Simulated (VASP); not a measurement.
# Ir (Fm-3m) in VASP: settings compared, part 2 of 2

VASP 6.6.1.

## (4) Single point, LDA, collinear spin, ferromagnetic start

This run uses another cell than the first one, of 12.93 Å³/atom, 0.920 times its volume.

INCAR

```
SYSTEM = Ir
PREC     = Accurate       ! precision mode
ENCUT    = 520            ! plane-wave cutoff, eV
EDIFF    = 1E-6           ! SCF threshold, eV
ISMEAR   = -1             ! smearing method
SIGMA    = 0.05           ! smearing width, eV
LREAL    = .FALSE.        ! projectors in reciprocal space
LASPH    = .TRUE.         ! aspherical terms in the spheres
NELM     = 150            ! most SCF steps
ALGO     = Fast           ! electronic algorithm
ISIF     = 2              ! what is computed and relaxed
LWAVE    = .FALSE.        ! write WAVECAR
LCHARG   = .TRUE.         ! write CHGCAR
ISPIN    = 2              ! spin polarisation
MAGMOM   = 3              ! initial moments
LORBIT   = 11             ! projections on sites
LMAXMIX  = 4              ! l up to which the mixer works
GGA      = CA             ! functional
LELF     = .TRUE.         ! ELF
LVHAR    = .TRUE.       
NBANDS   = 14             ! bands
```

KPOINTS

```
Automatic mesh
0
G
  12 12 12
  0 0 0
```

POSCAR

```
Ir
1.0
    0.0000000000      1.8630911555      1.8630911555
    1.8630911555      0.0000000000      1.8630911555
    1.8630911555      1.8630911555      0.0000000000
Ir
1
Direct
    0.0000000000      0.0000000000      0.0000000000
```

Potentials or basis: VASP PAW LDA potentials, release 64 (Ir).

Launch:

```console
cat potpaw_LDA.64/Ir/POTCAR > POTCAR
mpirun -np 1 vasp_std > vasp.out
```

OUTCAR:

```text
SYSTEM = Ir
   PREC = Accurate
   ENCUT = 520
   EDIFF = 1E-6
   ISMEAR = -1
   LREAL = .FALSE.
   LASPH = .TRUE.
   NELM = 150
   ISIF = 2
   ISPIN = 2
   LORBIT = 11
   GGA = CA

 ion  position               nearest neighbor table
   1  0.000  0.000  0.000-

  LATTYP: Found a face centered cubic cell.
 ALAT       =     3.7261823110

  Lattice vectors:

 A1 = (   0.0000000000,   1.8630911555,   1.8630911555)
 A2 = (   1.8630911555,   0.0000000000,   1.8630911555)
 A3 = (   1.8630911555,   1.8630911555,   0.0000000000)

Analysis of symmetry for initial positions (statically):
[... 5 lines left out ...]
 face centered cubic supercell.

 Subroutine GETGRP returns: Found 48 space group operations
 (whereof 48 operations were pure point group operations)
 out of a pool of 48 trial point group operations.

The static configuration has the point symmetry O_h .

Analysis of symmetry for dynamics (positions and initial velocities):
[... 5 lines left out ...]
 face centered cubic supercell.

 Subroutine GETGRP returns: Found 48 space group operations
 (whereof 48 operations were pure point group operations)
 out of a pool of 48 trial point group operations.

[... 585 lines left out ...]
      1      -0.1295      1.00000
      2       7.4747      1.00000
      3       7.4747      1.00000
      4       7.4747      1.00000
      5      10.6092      1.00000
      6      10.6092      1.00000
      7      26.0838      0.00000
      8      32.1706      0.00000
      9      32.1706      0.00000
     10      32.1706      0.00000
     11      37.3586      0.00000
     12      44.4490      0.00000
     13      44.4490      0.00000
     14      44.4493      0.00000
[... 379 lines left out ...]
      3       8.2978      1.00000
      4       8.5933      1.00000
      5      12.4949      0.00007
      6      16.1590      0.00000
      7      20.0703      0.00000
      8      27.6367      0.00000
      9      30.3723      0.00000
     10      32.5371      0.00000
     11      40.9557      0.00000
     12      42.6215      0.00000
     13      44.7192      0.00000
     14      46.1028      0.00000

 [... further k-points ...]
[... 5 lines left out ...]
  --------------------------------------------------------------------------------------
  -------------------------------------------------------------------------------------
  Total        2.8597168      2.8597168      2.8597168      0.0000000      0.0000000      0.0000000
  in kB      354.2430179    354.2430179    354.2430179      0.0000000      0.0000000      0.0000000
  external PRESSURE =     354.2430179 kB  Pullay stress =       0.0000000 kB

 VOLUME and BASIS-vectors are now :
 -----------------------------------------------------------------------------
  energy-cutoff  :      520.00
  volume of cell :       12.93
      direct lattice vectors                 reciprocal lattice vectors
     0.000000000  1.863091156  1.863091156    -0.268371195  0.268371195  0.268371195
     1.863091156  0.000000000  1.863091156     0.268371195 -0.268371195  0.268371195
     1.863091156  1.863091156  0.000000000     0.268371195  0.268371195 -0.268371195

 POSITION                                       TOTAL-FORCE (eV/Angst)
 -----------------------------------------------------------------------------------
      0.00000      0.00000      0.00000        -0.000000      0.000000      0.000000
 -----------------------------------------------------------------------------------
    total drift:                                0.000000      0.000000     -0.000000

  FREE ENERGIE OF THE ION-ELECTRON SYSTEM (eV)
  ---------------------------------------------------
  free  energy   TOTEN  =       -10.2457572543 eV

  energy  without entropy=      -10.2417987286  energy(sigma->0) =      -10.24377799

 total charge

# of ion       s       p       d       tot
------------------------------------------
    1        0.733   0.866   7.157   8.756

 magnetization (x)

# of ion       s       p       d       tot
------------------------------------------
    1       -0.000   0.000   0.000   0.000
```

OSZICAR:

```text
N       E                     dE             d eps       ncg     rms          rms(c)
DAV:   1     0.503728561323E+02    0.50373E+02   -0.43616E+03  4072   0.641E+02
DAV:   2    -0.863487547886E+01   -0.59008E+02   -0.55121E+02  4530   0.173E+02
DAV:   3    -0.979891256886E+01   -0.11640E+01   -0.11573E+01  5418   0.258E+01
DAV:   4    -0.980672362293E+01   -0.78111E-02   -0.78084E-02  4924   0.200E+00
DAV:   5    -0.980682093244E+01   -0.97310E-04   -0.97294E-04  5380   0.210E-01    0.223E+01
RMM:   6    -0.103422372296E+02   -0.53542E+00   -0.19015E-01  4809   0.371E+00    0.101E+01
RMM:   7    -0.102563679653E+02    0.85869E-01   -0.75695E-02  5011   0.187E+00    0.743E+00
RMM:   8    -0.102475076824E+02    0.88603E-02   -0.15500E-02  5719   0.857E-01    0.152E+00
RMM:   9    -0.102467181184E+02    0.78956E-03   -0.23164E-03  5572   0.339E-01    0.533E-01
RMM:  10    -0.102458024374E+02    0.91568E-03   -0.41102E-04  5549   0.168E-01    0.179E-01
RMM:  11    -0.102457463481E+02    0.56089E-04   -0.13175E-04  5485   0.924E-02    0.327E-02
RMM:  12    -0.102457562908E+02   -0.99427E-05   -0.32949E-05  5966   0.332E-02    0.146E-02
RMM:  13    -0.102457572543E+02   -0.96349E-06   -0.33235E-06  5324   0.127E-02
   1 F= -.10245757E+02 E0= -.10243778E+02  d E =-.395853E-02  mag=    -0.0000
```

It took 44 s on 1 thread of Intel Xeon 8259CL, shared host; peak memory 0.14 GiB.

What came out:

```
Free energy                                           : -10.2458 eV
Pressure                                              : 35.4 GPa
Net moment                                            : 0.00 μB per cell
Valence electrons inside the program's atomic spheres : Ir 8.76
```

Caveat: spin-orbit coupling is left out, which moves the levels of the heavy elements.

## (5) Single point, LDA, non-collinear spin, zero start, spin-orbit coupling (volume scaled by 1.15)

INCAR

```
PREC = Accurate ; ENCUT = 520
EDIFF = 1E-6 ; ISMEAR = -5
SIGMA = 0.05 ; LREAL = False
LASPH = True ; NELM = 150
ALGO = Fast ; ISIF = 2
LWAVE = False ; LCHARG = False
MAGMOM = 0 0 0 ; LORBIT = 11
LSORBIT = True ; GGA_COMPAT = False
LORBMOM = True ; LMAXMIX = 4
NBANDS = 20
```

KPOINTS

```
Automatic mesh
0
Gamma
  12 12 12
```

POSCAR

```
Ir
1.0
    0.0000000000      2.0069541081      2.0069541081
    2.0069541081      0.0000000000      2.0069541081
    2.0069541081      2.0069541081      0.0000000000
Ir
1
Direct
    0.0000000000      0.0000000000      0.0000000000
```

Launch:

```console
cat potpaw_LDA.64/Ir/POTCAR > POTCAR
mpirun -np 1 vasp_ncl > vasp.out
```

Wall time 1.9 min (1 thread of Intel Xeon 8259CL, shared host); peak memory 0.19 GiB.

The run converged. Its results:

- Free energy: -10.3999 eV
- Pressure: -39.8 GPa
- Net moment: 0.00 μB per cell
- Valence electrons inside the program's atomic spheres: Ir 8.01

Moments on the atoms (μB; x, y, z):
```
Ir  0.00 0.00 0.00
```

Caveat: the cell differs from its parent crystal (volume scaled by 1.15).

## (6) Single point, RPBE+D3(BJ)

This run uses another cell than the first one, of 12.96 Å³/atom, 0.922 times its volume.

INCAR

```
SYSTEM = Ir
PREC = Accurate
ENCUT = 520
EDIFF = 1E-6
ISMEAR = -1
SIGMA = 0.05
LREAL = .False.
LASPH = .True.
NELM = 80
ALGO = Normal
ISIF = 2
LWAVE = .False.
LCHARG = .False.
GGA = RP
IVDW = 12
NBANDS = 10
```

KPOINTS

```
Automatic mesh
0
Gamma
  12 12 12
  0 0 0
```

POSCAR

```
Ir
1.0
    0.0000000000      1.8644664099      1.8644664099
    1.8644664099      0.0000000000      1.8644664099
    1.8644664099      1.8644664099      0.0000000000
Ir
1
Direct
    0.0000000000      0.0000000000      0.0000000000
```

Potentials or basis: VASP PAW PBE potentials, release 64 (Ir).

Launch:

```console
cat potpaw_PBE.64/Ir/POTCAR > POTCAR
mpirun -np 1 vasp_std > vasp.out
```

Run time: 24 s. Hardware: 1 thread of Intel Xeon 6975P-C, shared host; peak memory 0.14 GiB.

The run converged. Its results:

| Quantity | Value |
| --- | --- |
| Free energy | -12.5186 eV |
| Pressure | 1.2 GPa |
| Dispersion energy per atom | -4.578 eV |

Levels at points of the mesh, in eV from the Fermi level:
```
           k point  band 1  band 2  band 3  band 4  band 5  band 6  band 7  band 8  band 9
(0.00, 0.00, 0.00)  -12.12   -4.49   -4.49   -4.49   -1.41   -1.41   14.03   20.16   20.16
(0.50, 0.00, 0.00)   -9.11   -4.63   -4.63   -1.02    1.01    1.01    8.19   13.60   20.49
(0.50, 0.50, 0.00)   -9.04   -8.40    0.97    1.67    1.69    1.69   11.77   12.09   12.09
```

Caveat: the PAW data sets were made with another functional, which shifts forces and pressure a little; spin-orbit coupling is left out, which moves the levels of the heavy elements; pairwise dispersion overbinds metals, which lowers pressure and volume.

## (7) Summary

| level | potentials or basis | spin | U | cell | smearing | gap on the mesh (eV) | pressure (GPa) | moment (μB) |
| --- | --- | --- | --- | --- | --- | --- | --- | --- |
| LDA | VASP PAW LDA potentials, release 64 (Ir) | off | - | a = 2.709 Å, angles 60.0°, 1 atom | tetrahedron | none | -3.9 | - |
| PBEsol+D3(BJ)+U | VASP PAW PBE potentials, release 64 (Ir) | off | Ir d U = 4.0 eV | a = 2.709 Å, angles 60.0°, 1 atom | methfessel-paxton 0.05 eV | none | -24.9 | - |
| LDA | VASP PAW LDA potentials, release 64 (Ir) | collinear, ferromagnetic start | - | a = 2.635 Å, angles 60.0°, 1 atom | fermi-dirac 0.05 eV | none | 35.4 | 0.00 |
| LDA | VASP PAW LDA potentials, release 64 (Ir) | non-collinear, zero start, SOC | - | a = 2.838 Å, angles 60.0°, 1 atom | tetrahedron | - | -39.8 | 0.00 |
| RPBE+D3(BJ) | VASP PAW PBE potentials, release 64 (Ir) | off | - | a = 2.637 Å, angles 60.0°, 1 atom | fermi-dirac 0.05 eV | none | 1.2 | - |

Alike in all rows: task single point; k mesh 12 × 12 × 12; cutoff (eV) 520.

Caveats: spin-orbit coupling is left out, which moves the levels of the heavy elements (some runs); the PAW data sets were made with another functional, which shifts forces and pressure a little (some runs); pairwise dispersion overbinds metals, which lowers pressure and volume (some runs); tetrahedron occupations give inexact forces and stress in metals (some runs); three body term missing (some runs); U without spin polarisation on a metal has little footing (some runs); the U is typed as a test and isn't derived for this compound (some runs).

Absolute energies hang on the potentials; compare differences alone.
